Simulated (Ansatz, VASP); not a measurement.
**One calculation of InGa2O, two programs**

```xyz
4
Lattice="3.5758 0.0000 0.0000 0.0000 3.5758 0.0000 0.0000 0.0000 6.3640" Properties=species:S:1:pos:R:3 pbc="T T T"
In    1.7879    1.7879    3.1820
Ga    0.0000    1.7879    1.0777
Ga    1.7879    0.0000    5.2863
O     0.0000    0.0000    0.0000
```

Change from the starting cell: species swapped into the ZnGeP2 type (P-4m2, No. 115).

Alike in both runs: functional PBE; k mesh 4 × 4 × 4; occupations gaussian, width 0.1 eV; no spin polarisation.

Ansatz relaxed the structure, and its values are those at the end. VASP's run is a single point on that final structure, the one shown.

```csv
,VASP,Ansatz
version,VASP 6.6.1,Ansatz 0.2.0
potentials or method,"VASP PAW PBE potentials, release 64 (In_d, Ga_d, O), cutoff 520 eV","scalar-relativistic, plane waves, PAW"
valence electrons in the cell,45,45
```

VASP gave:

| Property | Result |
| --- | --- |
| gap on the k mesh at the Fermi level (eV) | none |
| pressure (GPa) | 0.2 |
| rms of the force components (eV/Å) | 0.015 |

**Question.** Estimate Ansatz's values.

**Answer.** gap on the k mesh at the Fermi level (eV): none; pressure (GPa): 0.0; rms of the force components (eV/Å): 0.000.

A gap of «none» marks a metal or a gap that the smearing closes.

The k mesh is coarse, so the values compare programs but aren't converged.
